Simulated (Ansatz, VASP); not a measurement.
# SiMo3 in VASP and in Ansatz

Contents of INCAR:

```
PREC = Accurate ; ENCUT = 520
EDIFF = 1E-6 ; ISMEAR = 0
SIGMA = 0.1 ; LREAL = F
LASPH = T ; NELM = 60
ALGO = Fast ; ISIF = 2
LWAVE = F ; LCHARG = F
GGA = PE ; NBANDS = 56
```

KPOINTS

```
Automatic mesh
0
Gamma
  6 6 4
```

Contents of POSCAR:

```
SiMo3
1.0
    5.5348535293      0.0000000000      0.0000000000
   -2.7674267646      4.7933237626      0.0000000000
    0.0000000000      0.0000000000      4.4425739426
Si Mo
2 6
Direct
    0.3333333333      0.6666666667      0.2500000000
    0.6666666667      0.3333333333      0.7500000000
    0.8330000000      0.6660000000      0.2500000000
    0.1670000000      0.8330000000      0.7500000000
    0.3340000000      0.1670000000      0.2500000000
    0.1670000000      0.3340000000      0.7500000000
    0.8330000000      0.1670000000      0.2500000000
    0.6660000000      0.8330000000      0.7500000000
```

Input for Ansatz:

```yaml
crystal:
  lattice:
    - [5.5348535293, 0.0, 0.0]
    - [-2.7674267646, 4.7933237626, 0.0]
    - [0.0, 0.0, 4.4425739426]
  atoms:
    - { symbol: Si, position: [0.3333333333, 0.6666666667, 0.25] }
    - { symbol: Si, position: [0.6666666667, 0.3333333333, 0.75] }
    - { symbol: Mo, position: [0.833, 0.666, 0.25] }
    - { symbol: Mo, position: [0.167, 0.833, 0.75] }
    - { symbol: Mo, position: [0.334, 0.167, 0.25] }
    - { symbol: Mo, position: [0.167, 0.334, 0.75] }
    - { symbol: Mo, position: [0.833, 0.167, 0.25] }
    - { symbol: Mo, position: [0.666, 0.833, 0.75] }
basis:
  ecutwfc: 420
kpoints:
  mp_grid: { grid: [6, 6, 4] }
hamiltonian:
  xc: pbe
scf:
  occupations: { method: gaussian, width: 0.1 }
  lower_state_search: "off"
output:
  forces: true
  stress: true
  eigenvalues: true
```

Alike in both runs: task single point; functional PBE; k mesh 6 × 6 × 4; occupations gaussian, width 0.1 eV; no spin polarisation.

|  | VASP | Ansatz |
| --- | --- | --- |
| version | VASP 6.6.1 | Ansatz 0.2.0 |
| potentials or method | VASP PAW PBE potentials, release 64 (Si, Mo_sv), cutoff 520 eV | scalar-relativistic, plane waves, PAW |
| valence electrons in the cell | 92 | 92 |

|  | VASP | Ansatz | Ansatz less VASP |
| --- | --- | --- | --- |
| gap on the k mesh at the Fermi level (eV) | none | none | - |
| pressure (GPa) | 5.0 | 4.6 | -0.41 |
| traceless stress, the component that is largest in VASP (GPa) | 10.90 | 10.87 | -0.023 |
| rms of the force components (eV/Å) | 0.095 | 0.097 | +0.0015 |

Atom by atom the forces differ by 0.001 eV/Å (rms over components). A gap of «none» marks a metal or a gap that the smearing closes. With one functional, cell and mesh, what is left measures potentials, basis and numerics.
